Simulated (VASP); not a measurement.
# Fe2O3 (R-3c) in VASP: relaxation of shape and atoms at fixed volume with PBE+U

Aim: the relaxation of shape and atoms at fixed volume of Fe2O3 with PBE+U.

Program: VASP 6.6.1. These are calculated values, not measurements. Logs are shortened: lines on timing, memory, paths and dates and some standing lists are left out, and cuts for length are marked.

## (1) The cell of the first run

The structure is trigonal, space group R-3c (No. 167). Conventional cell: a = 5.227 Å, b = 5.227 Å, c = 13.952 Å, α = 90.00°, β = 90.00°, γ = 120.00°. Fe (site symmetry 3) has 6 O at 2.01 to 2.16 Å within 2.7 Å. Within 3.0 Å of O (site symmetry 2) lie 4 Fe at 2.01 to 2.16 Å and 8 O at 2.74 to 2.96 Å.

## (2) Relaxation of shape and atoms at fixed volume, PBE+U, collinear spin, ferromagnetic start (11.00 Å³/atom)

The input, INCAR:

```
ALGO = Normal ; EDIFF = 1E-7
EDIFFG = -0.04 ; ENCUT = 600
GGA = PE ; GGA_COMPAT = F
IBRION = 2 ; ISIF = 4
ISMEAR = 0 ; ISPIN = 2
LASPH = T ; LCHARG = F
LDAU = T ; LDAUJ = 0 0
LDAUL = 2 -1 ; LDAUPRINT = 1
LDAUTYPE = 2 ; LDAUU = 4 0
LMAXMIX = 4 ; LORBIT = 11
LREAL = F ; LWAVE = F
MAGMOM = 4.36 4.36 4.36 4.36 0.44 0.44 0.44 0.44 0.44 0.44 ; NELM = 200
NELMIN = 4 ; NSW = 60
PREC = Accurate ; SIGMA = 0.05
```

The input, KPOINTS:

```
k-points
0
Gamma
  4 4 4
```

The input, POSCAR:

```
Fe2O3
1.0
    2.6132953228      1.5087867581      4.6505893355
   -2.6132953228      1.5087867581      4.6505893355
    0.0000000000     -3.0175735162      4.6505893355
Fe O
4 6
Direct
    0.3557404000      0.3557404000      0.3557404000
    0.1442596000      0.1442596000      0.1442596000
    0.6442596000      0.6442596000      0.6442596000
    0.8557404000      0.8557404000      0.8557404000
    0.5530649100      0.9469350900      0.2500000000
    0.2500000000      0.5530649100      0.9469350900
    0.9469350900      0.2500000000      0.5530649100
    0.4469350900      0.0530649100      0.7500000000
    0.7500000000      0.4469350900      0.0530649100
    0.0530649100      0.7500000000      0.4469350900
```

Potentials or basis: VASP PAW PBE potentials, release 64 (Fe, O).

Command:

```
$ cat potpaw_PBE.64/Fe/POTCAR potpaw_PBE.64/O/POTCAR > POTCAR
$ mpirun -np 1 vasp_std > vasp.out
```

OUTCAR:

```text
EDIFF = 1E-7
   EDIFFG = -0.04
   ENCUT = 600
   GGA = PE
   IBRION = 2
   ISIF = 4
   ISMEAR = 0
   ISPIN = 2
   LASPH = T
   LORBIT = 11
   LREAL = F
   NELM = 200
   NELMIN = 4
   NSW = 60
   PREC = Accurate

 ion  position               nearest neighbor table
   1  0.356  0.356  0.356-  10 2.01   8 2.01   9 2.01   5 2.16   7 2.16   6 2.16   2 2.95   3 3.08
                             3 3.08   3 3.08
   2  0.144  0.144  0.144-   9 2.01   8 2.01  10 2.01   5 2.16   7 2.16   6 2.16   1 2.95   4 3.08
                             4 3.08   4 3.08
   3  0.644  0.644  0.644-   7 2.01   5 2.01   6 2.01   8 2.16   9 2.16  10 2.16   4 2.95   1 3.08
                             1 3.08   1 3.08
   4  0.856  0.856  0.856-   6 2.01   5 2.01   7 2.01   8 2.16   9 2.16  10 2.16   3 2.95   2 3.08
                             2 3.08   2 3.08
   5  0.553  0.947  0.250-   3 2.01   4 2.01   1 2.16   2 2.16
   6  0.250  0.553  0.947-   4 2.01   3 2.01   1 2.16   2 2.16
   7  0.947  0.250  0.553-   3 2.01   4 2.01   1 2.16   2 2.16
   8  0.447  0.053  0.750-   1 2.01   2 2.01   3 2.16   4 2.16
   9  0.750  0.447  0.053-   2 2.01   1 2.01   3 2.16   4 2.16
  10  0.053  0.750  0.447-   1 2.01   2 2.01   3 2.16   4 2.16

  LATTYP: Found a trigonal (rhomboedric) cell.
 ALAT       =     5.5438011412
 COS(alpha) =     0.5555819485

  Lattice vectors:

 A1 = (   2.6132953228,   1.5087867581,   4.6505893355)
 A2 = (  -2.6132953228,   1.5087867581,   4.6505893355)
 A3 = (   0.0000000000,  -3.0175735162,   4.6505893355)

Analysis of symmetry for initial positions (statically):
=====================================================================
 Subroutine PRICEL returns:
 Original cell was already a primitive cell.

 Routine SETGRP: Setting up the symmetry group for a
 trigonal (rhombohedral) supercell.

 Subroutine GETGRP returns: Found 12 space group operations
 (whereof  6 operations were pure point group operations)
 out of a pool of 12 trial point group operations.

The static configuration has the point symmetry S_6 .
 The point group associated with its full space group is D_3d.

Analysis of symmetry for dynamics (positions and initial velocities):
=====================================================================
 Subroutine PRICEL returns:
 Original cell was already a primitive cell.

 Routine SETGRP: Setting up the symmetry group for a
 trigonal (rhombohedral) supercell.

 Subroutine GETGRP returns: Found 12 space group operations
 (whereof  6 operations were pure point group operations)
 out of a pool of 12 trial point group operations.

The dynamic configuration has the point symmetry S_6 .
 The point group associated with its full space group is D_3d.

Analysis of structural, dynamic, and magnetic symmetry:
=====================================================================
 Subroutine PRICEL returns:
 Original cell was already a primitive cell.

 Routine SETGRP: Setting up the symmetry group for a
 trigonal (rhombohedral) supercell.

 Subroutine GETGRP returns: Found 12 space group operations
 (whereof  6 operations were pure point group operations)
 out of a pool of 12 trial point group operations.

The overall configuration has the point symmetry S_6 .
 The point group associated with its full space group is D_3d.

 Subroutine INISYM returns: Found 12 space group operations
 (whereof  6 operations are pure point group operations),
 and found     1 'primitive' translations

----------------------------------------------------------------------------------------

                                     Primitive cell

  volume of cell :     110.0210

  direct lattice vectors                    reciprocal lattice vectors
     2.613295323  1.508786758  4.650589336     0.191329313  0.110464031  0.071675504
    -2.613295323  1.508786758  4.650589336    -0.191329313  0.110464031  0.071675504
     0.000000000 -3.017573516  4.650589336     0.000000000 -0.220928061  0.071675504

[... 78 lines left out ...]
   PREC   = accura    normal or accurate (medium, high low for compatibility)
   ISTART =      0    job   : 0-new  1-cont  2-samecut
   ICHARG =      2    charge: 1-file 2-atom 10-const
   ISPIN  =      2    spin polarized calculation?
   LNONCOLLINEAR =      F non collinear calculations
   LSORBIT =      F    spin-orbit coupling
   LASPH  =      T    aspherical Exc in radial PAW
   ENCUT  =  600.0 eV  44.10 Ry    6.64 a.u.  11.07 11.07 11.07*2*pi/ulx,y,z
   NELM   =    200;   NELMIN=  4; NELMDL= -5     # of ELM steps
   EDIFF  = 0.1E-06   stopping-criterion for ELM
   LREAL  =      F    real-space projection
   EDIFFG = -.4E-01   stopping-criterion for IOM
   NSW    =     60    number of steps for IOM
   IBRION =      2    ionic relax: 0-MD 1-quasi-New 2-CG
   NFREE  =      1    steps in history (QN), initial steepest desc. (CG)
   ISIF   =      4    stress and relaxation
   ISYM   =      2    0-nonsym 1-usesym 2-fastsym
   POTIM  = 0.5000    time-step for ionic-motion
   TEBEG  =    0.0;   TEEND  =   0.0 temperature during run
   PSTRESS=    0.0 pullay stress
   NELECT =      68.0000    total number of electrons
   NUPDOWN=      -1.0000    fix difference up-down
   EMIN   =  10.00;   EMAX   =-10.00  energy-range for DOS
   EFERMI =   0.00;   METHOD = LEGACY
   ISMEAR =     0;   SIGMA  =   0.05  broadening in eV -4-tet -1-fermi 0-gaus
   EFERMI_NEDOS =   21; number of points for ismear=-14 and -15
   IALGO  =     38    algorithm
   IMIX   =      4    mixing-type and parameters
     AMIX     =   0.40;   BMIX     =  1.00
     AMIX_MAG =   1.60;   BMIX_MAG =  1.00
  volume/ion in A,a.u.               =      11.00        74.25
  Fermi-wavevector in a.u.,A,eV,Ry     =   1.394502  2.635227 26.458392  1.944637
  Thomas-Fermi vector in A             =   2.518045
   LORBIT       =     11    0 simple, 1 ext, 2 COOP (PROOUT), +10 PAW based schemes
 LDA+U is selected, type is set to LDAUTYPE =  2
   angular momentum for each species LDAUL =     2   -1
   U (eV)           for each species LDAUU =   4.0  0.0
   J (eV)           for each species LDAUJ =   0.0  0.0
   GGA     = PE    functional components
   LHFCALC =     F    Hartree Fock is set to
   AEXX    =    0.0000 exact exchange contribution
   IVDW    =     0    specifies the selected vdW correction
   LEPSILON=     F    determine dielectric tensor
   LRPA    =     F    only Hartree local field effects (RPA)
 conjugate gradient relaxation of ions
 spin polarized calculation
 Gauss-broadening in eV      SIGMA  =   0.05
  energy-cutoff  :      600.00
  volume of cell :      110.02
 maximum number of plane-waves:      3702
 NGX is ok and might be reduce to    48
   NGX = 23   NGY = 23   NGZ = 23

--------------------------------------- Ionic step        1  -------------------------------------------

 number of electron      68.0000009 magnetization      20.0002138

 Free energy of the ion-electron system (eV)
  ---------------------------------------------------
  ext. energy  EPLUGINS =         0.00000000
  ---------------------------------------------------
  free energy    TOTEN  =       -67.42959610 eV

  energy without entropy =      -67.42959610  energy(sigma->0) =      -67.42959610

------------------------ aborting loop because EDIFF is reached ----------------------------------------

  FORCE on cell =-STRESS in cart. coord.  units (eV):
  Direction    XX          YY          ZZ          XY          YZ          ZX
  --------------------------------------------------------------------------------------
  -------------------------------------------------------------------------------------
  Total       -6.1552067     -6.1552067     -4.3413770      0.0000000      0.0000000     -0.0000000
  in kB      -89.6350007    -89.6350007    -63.2211642      0.0000000      0.0000000     -0.0000000
  external PRESSURE =     -80.8303885 kB  Pullay stress =       0.0000000 kB
[... 295 lines left out ...]
--------------------------------------- Ionic step        5  -------------------------------------------

 number of electron      67.9999995 magnetization      19.9999995

 Free energy of the ion-electron system (eV)
  ---------------------------------------------------
  ext. energy  EPLUGINS =         0.00000000
  ---------------------------------------------------
  free energy    TOTEN  =       -67.45513536 eV

  energy without entropy =      -67.45513536  energy(sigma->0) =      -67.45513536

 E-fermi :   3.1767     XC(G=0): -11.1204

 val. band max:        2.8771331920   @ k =   0.0000   0.0000   0.0000
 cond. band min:       4.0966505468   @ k =  -0.2500   0.2500   0.0000
 fundamental gap:      1.2195173548
 Fermi energy:         3.1766871145

 spin component 1

 k-point     1 :       0.0000    0.0000    0.0000
  band No.  band energies     occupation
      1     -15.5953      1.00000
      2     -14.3252      1.00000
      3     -14.3252      1.00000
      4     -14.2804      1.00000
      5     -14.2382      1.00000
      6     -14.2382      1.00000
[... 626 lines left out ...]
     45       9.3370      0.00000
     46       9.3370      0.00000
 Fermi energy:         3.1766871145

 spin component 2

 k-point     1 :       0.0000    0.0000    0.0000
  band No.  band energies     occupation
      1     -14.9191      1.00000
      2     -13.5532      1.00000
      3     -13.4478      1.00000
      4     -13.4478      1.00000
      5     -13.4057      1.00000
      6     -13.4057      1.00000
[... 626 lines left out ...]
     45      10.3240      0.00000
     46      10.3240      0.00000
 [bands above 46 left out]

------------------------ aborting loop because EDIFF is reached ----------------------------------------

  FORCE on cell =-STRESS in cart. coord.  units (eV):
  Direction    XX          YY          ZZ          XY          YZ          ZX
  --------------------------------------------------------------------------------------
  -------------------------------------------------------------------------------------
  Total       -5.3247675     -5.3247675     -5.4432143      0.0000000      0.0000000      0.0000000
  in kB      -77.5417563    -77.5417563    -79.2666343      0.0000000      0.0000000      0.0000000
  external PRESSURE =     -78.1167156 kB  Pullay stress =       0.0000000 kB
[... 25 lines left out ...]
  FREE ENERGIE OF THE ION-ELECTRON SYSTEM (eV)
  ---------------------------------------------------
  free  energy   TOTEN  =       -67.4551353575 eV

  energy  without entropy=      -67.4551353575  energy(sigma->0) =      -67.45513536

 reached required accuracy - stopping structural energy minimisation

 total charge

# of ion       s       p       d       tot
------------------------------------------
    1        0.353   0.475   5.733   6.561
    2        0.353   0.475   5.733   6.561
    3        0.353   0.475   5.733   6.561
    4        0.353   0.475   5.733   6.561
    5        1.554   3.446   0.000   5.000
    6        1.554   3.446   0.000   5.000
    7        1.554   3.446   0.000   5.000
    8        1.554   3.446   0.000   5.000
    9        1.554   3.446   0.000   5.000
   10        1.554   3.446   0.000   5.000
--------------------------------------------------
tot         10.739  22.575  22.932  56.246

 magnetization (x)

# of ion       s       p       d       tot
------------------------------------------
    1        0.026   0.038   4.254   4.318
    2        0.026   0.038   4.254   4.318
    3        0.026   0.038   4.254   4.318
    4        0.026   0.038   4.254   4.318
    5        0.020   0.353   0.000   0.373
    6        0.020   0.353   0.000   0.373
    7        0.020   0.353   0.000   0.373
    8        0.020   0.353   0.000   0.373
    9        0.020   0.353   0.000   0.373
   10        0.020   0.353   0.000   0.373
--------------------------------------------------
tot          0.228   2.267  17.017  19.512
```

Wall time 27 min (1 thread of Intel Xeon 8259CL, shared host); peak memory 0.47 GiB.

Results:

```
Free energy                                           : -67.4551 eV
Energy gained by relaxing                             : 2.6 meV/atom
Ionic steps                                           : 5
Pressure after relaxing                               : -7.8 GPa
Largest force after relaxing                          : 0.017 eV/Å
Band gap on the k mesh                                : 1.22 eV (least direct gap 1.40 eV)
Net moment                                            : 20.00 μB per cell
Site moments                                          : Fe +4.32; O +0.37 μB
Valence electrons inside the program's atomic spheres : Fe 6.56; O 5.00
```

Forces on the atoms (eV/Å):
```
Fe   0.000  0.000 -0.017
Fe   0.000  0.000  0.017
Fe   0.000  0.000  0.017
Fe   0.000  0.000 -0.017
O    0.005  0.000  0.000
O   -0.002  0.004  0.000
O   -0.002 -0.004  0.000
O   -0.005  0.000  0.000
O    0.002 -0.004  0.000
O    0.002  0.004  0.000
```

The path:
| step | energy change (eV) | largest force (eV/Å) | pressure (GPa) | volume (Å³) |
| --- | --- | --- | --- | --- |
| 1 | 0.0000 | 0.2012 | -8.08 | 110.02 |
| 2 | -0.0152 | 0.1477 | -7.97 | 110.02 |
| 3 | -0.0240 | 0.0717 | -7.80 | 110.02 |
| 4 | -0.0240 | 0.0660 | -7.80 | 110.02 |
| 5 | -0.0255 | 0.0169 | -7.81 | 110.02 |

Final structure:
```
Fe O
1.0
     2.59589    1.49874    4.71316
    -2.59589    1.49874    4.71316
     0.00000   -2.99748    4.71316
Fe O
4 6
Cartesian
  0.0000 0.0000 4.9998
  0.0000 0.0000 2.0699
  0.0000 0.0000 9.1397
  0.0000 0.0000 12.0696
  -1.0155 1.4987 8.2480
  -0.7902 -1.6288 8.2480
  1.8057 0.1301 8.2480
  1.0155 -1.4987 5.8914
  0.7902 1.6288 5.8914
  -1.8057 -0.1301 5.8914
```

Levels at points of the mesh, in eV from the valence-band top:
Spin up:
| k point | band 42 | band 43 | band 44 | band 45 | band 46 | band 47 |
| --- | --- | --- | --- | --- | --- | --- |
| (0.00, 0.00, 0.00) | -0.41 | 0.00 | 0.00 | 3.84 | 7.90 | 9.84 |
| (0.50, 0.00, 0.00) | -0.81 | -0.29 | -0.29 | 7.08 | 7.08 | 8.59 |
| (0.50, 0.50, 0.00) | -0.29 | -0.18 | -0.16 | 7.56 | 7.64 | 8.91 |
| (0.50, 0.50, 0.50) | -0.31 | -0.31 | -0.31 | 6.46 | 6.46 | 10.37 |
Spin down:
| k point | band 22 | band 23 | band 24 | band 25 | band 26 | band 27 |
| --- | --- | --- | --- | --- | --- | --- |
| (0.00, 0.00, 0.00) | -0.80 | -0.80 | -0.66 | 1.43 | 1.43 | 1.48 |
| (0.50, 0.00, 0.00) | -1.65 | -0.82 | -0.82 | 1.35 | 1.35 | 1.73 |
| (0.50, 0.50, 0.00) | -1.55 | -1.35 | -0.92 | 1.35 | 1.37 | 1.46 |
| (0.50, 0.50, 0.50) | -1.33 | -1.33 | -1.33 | 1.66 | 1.66 | 1.66 |

Eigenvalues of the final occupation matrices:
```csv
site,spin,trace,eigenvalues
site 1 d,1,5.01,0.98 0.98 0.98 1.04 1.04
site 1 d,2,0.75,0.06 0.06 0.08 0.27 0.27
site 2 d,1,5.01,0.98 0.98 0.98 1.04 1.04
site 2 d,2,0.75,0.06 0.06 0.08 0.27 0.27
site 3 d,1,5.01,0.98 0.98 0.98 1.04 1.04
site 3 d,2,0.75,0.06 0.06 0.08 0.27 0.27
site 4 d,1,5.01,0.98 0.98 0.98 1.04 1.04
site 4 d,2,0.75,0.06 0.06 0.08 0.27 0.27
```

Caveat: only a ferromagnetic start was run, and an antiferromagnetic order may lie lower in energy. A k mesh can miss the band edges.
